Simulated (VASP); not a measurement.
# AlN (Cc) in VASP: a series of runs, part 2 of 2

VASP 6.6.1.

### Step 4. Single point, LDA (engineering shear strain xz -0.1000, normal strain along z +0.0000)

Input file INCAR:

```
ALGO = Normal
EDIFF = 1E-7
ENCUT = 520
GGA = CA
ISIF = 2
ISMEAR = 0
LASPH = True
LCHARG = True
LELF = True
LREAL = False
LVHAR = True
LWAVE = False
NBANDS = 16
NELM = 60
PREC = Accurate
SIGMA = 0.05
```

Input file KPOINTS:

```
k-points
0
Gamma
  9 9 6
```

Input file POSCAR:

```
AlN
1.0
    3.0886152983      0.0000000000     -0.1544307649
   -1.5443076491      2.6748193108      0.0772153825
   -0.2471792133      0.0000000000      4.9435842660
Al N
2 2
Direct
    0.3389326635      0.6663560346      0.0021086026
    0.6725766288      0.3336439654      0.5021086026
    0.3288484859      0.6692062641      0.3828913974
    0.6596422218      0.3307937359      0.8828913974
```

Potentials or basis: VASP PAW LDA potentials, release 64 (Al, N).

On the command line:

```
cat potpaw_LDA.64/Al/POTCAR potpaw_LDA.64/N/POTCAR > POTCAR
mpirun -np 1 vasp_std > vasp.out
```

OUTCAR:

```text
EDIFF = 1E-7
   ENCUT = 520
   GGA = CA
   ISIF = 2
   ISMEAR = 0
   LASPH = True
   LREAL = False
   NELM = 60
   PREC = Accurate

 ion  position               nearest neighbor table
   1  0.339  0.666  0.002-   4 1.86   4 1.87   3 1.89   4 1.90   2 2.92   2 2.92   2 3.05   2 3.05
                             2 3.17   2 3.17
   2  0.673  0.334  0.502-   3 1.86   3 1.87   4 1.89   3 1.90   1 2.92   1 2.92   1 3.05   1 3.05
                             1 3.17   1 3.17
[... 663 lines left out ...]
  Direction    XX          YY          ZZ          XY          YZ          ZX
  --------------------------------------------------------------------------------------
  -------------------------------------------------------------------------------------
  Total       -0.2611003      0.2889388      0.5721142      0.0000000      0.0000000      2.9143267
  in kB      -10.2684505     11.3632688     22.4998792      0.0000000      0.0000000    114.6134829
  external PRESSURE =       7.8648992 kB  Pullay stress =       0.0000000 kB

 VOLUME and BASIS-vectors are now :
 -----------------------------------------------------------------------------
  energy-cutoff  :      520.00
  volume of cell :       40.74
      direct lattice vectors                 reciprocal lattice vectors
     3.088615298  0.000000000 -0.154430765     0.324581137  0.186928514  0.016229057
    -1.544307649  2.674819311  0.077215382     0.000000000  0.373857029  0.000000000
    -0.247179213  0.000000000  4.943584266     0.010139468 -0.000000000  0.202789355

 POSITION                                       TOTAL-FORCE (eV/Angst)
 -----------------------------------------------------------------------------------
      0.01725      1.78238      0.00954         0.012933     -0.002244      0.001088
      1.43797      0.89244      2.40411         0.012933      0.002244      0.001088
     -0.11242      1.79001      1.89374        -0.012933     -0.003104     -0.001088
      1.30830      0.88481      4.28832        -0.012933      0.003104     -0.001088
 -----------------------------------------------------------------------------------
    total drift:                               -0.000101      0.000000     -0.000927

  FREE ENERGIE OF THE ION-ELECTRON SYSTEM (eV)
  ---------------------------------------------------
  free  energy   TOTEN  =       -32.6939978746 eV

  energy  without entropy=      -32.6939978746  energy(sigma->0) =      -32.69399787
```

It took 26 s on 1 thread of Intel Xeon 6975P-C (Granite Rapids), shared host; peak memory 0.19 GiB.

Results:

- Free energy: -32.6940 eV
- Pressure: 0.8 GPa
- Largest force: 0.013 eV/Å
- Band gap on the k mesh: 4.09 eV, direct

Forces in eV/Å, atoms in the order of the input:
```
Al   0.013 -0.002  0.001
Al   0.013  0.002  0.001
N   -0.013 -0.003 -0.001
N   -0.013  0.003 -0.001
```

Stress tensor (GPa, compression positive):
```
-1.03  0.00 11.46
 0.00  1.14  0.00
11.46  0.00  2.25
```

Caveat: the cell differs from its parent crystal (engineering shear strain xz -0.1000, normal strain along z +0.0000).

### Step 5. Single point, LDA (engineering shear strain xz -0.2000, normal strain along z +0.0133)

Input file INCAR:

```
SYSTEM = AlN
ALGO = Normal
EDIFF = 1E-6
ENCUT = 520
ISIF = 2
ISMEAR = 0
LASPH = .TRUE.
LCHARG = .TRUE.
LELF = .TRUE.
LREAL = .FALSE.
LVHAR = .TRUE.
LWAVE = .FALSE.
NBANDS = 16
NELM = 80
PREC = Accurate
SIGMA = 0.05
```

Input file KPOINTS:

```
k-points
0
G
  9 9 6
  0 0 0
```

Input file POSCAR:

```
AlN
1.0
    3.0886152983      0.0000000000     -0.3088615298
   -1.5443076491      2.6748193108      0.1544307649
   -0.4943584266      0.0000000000      5.0093339367
Al N
2 2
Direct
    0.3445830942      0.6653697871      0.0052909330
    0.6792133071      0.3346302129      0.5052909330
    0.3264183994      0.6766332002      0.3797090670
    0.6497851992      0.3233667998      0.8797090670
```

On the command line:

```
cat potpaw_LDA.64/Al/POTCAR potpaw_LDA.64/N/POTCAR > POTCAR
mpirun -np 1 vasp_std > vasp.out
```

It took 24 s on 1 thread of Intel Xeon 6975P-C (Granite Rapids), shared host; peak memory 0.19 GiB.

It converged, with:

```yaml
Free_energy: -32.2875 eV
Pressure: -1.5 GPa
Largest_force: 0.021 eV/Å
Band_gap_on_the_k_mesh: 3.46 eV, direct
```

Forces on the atoms (eV/Å):
```
Al   0.019 -0.007 -0.001
Al   0.019  0.007 -0.001
N   -0.019 -0.004  0.001
N   -0.019  0.004  0.001
```

Stress tensor (GPa, compression positive):
```
-7.22  0.00 21.03
 0.00  0.87  0.00
21.03  0.00  1.89
```

Levels at points of the mesh, in eV from the valence-band top:
```csv
k point,band 6,band 7,band 8,band 9,band 10,band 11
"(0.00, 0.00, 0.00)",-1.08,-0.67,0.00,3.46,6.10,9.15
"(0.00, 0.00, 0.50)",-1.29,-0.71,-0.71,5.54,5.54,9.73
```

Caveat: the cell differs from its parent crystal (engineering shear strain xz -0.2000, normal strain along z +0.0133). A k mesh can miss the band edges.

### Step 6. Overview

| cell | gap on the mesh (eV) | pressure (GPa) | largest force (eV/Å) |
| --- | --- | --- | --- |
| a = 3.104, b = 3.092, c = 4.968 Å, angles 84.3, 101.4, 120.1°, 4 atoms | 3.48 | 1.3 | 0.02 |
| a = 3.123, b = 3.097, c = 5.064 Å, angles 81.5, 107.0, 120.3°, 4 atoms | 2.77 | -0.7 | 0.02 |
| a = 3.092, b = 3.090, c = 4.950 Å, angles 87.1, 95.7, 120.0°, 4 atoms | 4.09 | 0.8 | 0.01 |
| a = 3.104, b = 3.092, c = 5.034 Å, angles 84.3, 101.3, 120.1°, 4 atoms | 3.46 | -1.5 | 0.02 |

Alike in all rows: task single point; level LDA; potentials or basis VASP PAW LDA potentials, release 64 (Al, N); no spin polarisation; k mesh 9 × 9 × 6; cutoff (eV) 520; smearing gaussian 0.05 eV.

Total energies depend on the potentials used, so only differences within one code and one set of settings carry meaning.
